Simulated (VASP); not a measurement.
The system is InGa3P2.

```xyz
6
Lattice="5.8856 0.0000 0.0000 -2.9428 5.0971 0.0000 0.0000 0.0000 3.9074" Properties=species:S:1:pos:R:3 pbc="T T T"
In    0.0000    0.0000    0.0000
Ga   -1.4714    2.5485    1.9537
Ga    1.4714    2.5485    1.9537
Ga    2.9428    0.0000    1.9537
P     2.9428    1.6990    0.0000
P     0.0000    3.3981    0.0000
```

The cell was built from a structure type or drawn by symmetry, and may not be a known phase.

```yaml
Program: VASP 6.6.1
Task: relaxation of cell and atoms
Functional: PBE
Potentials_or_basis: VASP PAW PBE potentials, release 64 (In_d, Ga_d, P)
Cutoff: 600 eV
k_mesh: 6 × 6 × 10
Occupations: gaussian, width 0.1 eV
Spin: no spin polarisation
```

At the start: pressure 3.2 GPa; volume 19.54 Å³/atom.

How do energy, volume and symmetry change on relaxing?

Over 9 steps the energy falls by 62.1 meV/atom and the volume is 21.05 Å³/atom (+7.7 %); space group P6/mmm (No. 191, to 0.1 Å) before and after.

Step by step:
```
step  energy change (eV)  largest force (eV/Å)  pressure (GPa)  volume (Å³)
   1              0.0000                0.0000            3.25       117.22
   2             -0.2184                0.0000            0.27       123.98
   3             -0.2853                0.0000           -1.73       130.05
   4             -0.3583                0.0000           -0.41       127.23
   5             -0.3704                0.0000            0.52       125.06
   6             -0.3709                0.0000            0.35       125.39
   7             -0.3725                0.0000           -0.06       126.22
   8             -0.3725                0.0000            0.06       126.21
   9             -0.3725                0.0000           -0.01       126.27
```

Final structure:
```
In Ga P
1.0
     6.36414    0.00000    0.00000
    -3.18207    5.51151    0.00000
     0.00000    0.00000    3.59994
In Ga P
1 3 2
Direct
  0.00000 0.00000 0.00000
  0.00000 0.50000 0.50000
  0.50000 0.50000 0.50000
  0.50000 0.00000 0.50000
  0.66667 0.33333 0.00000
  0.33333 0.66667 0.00000
```
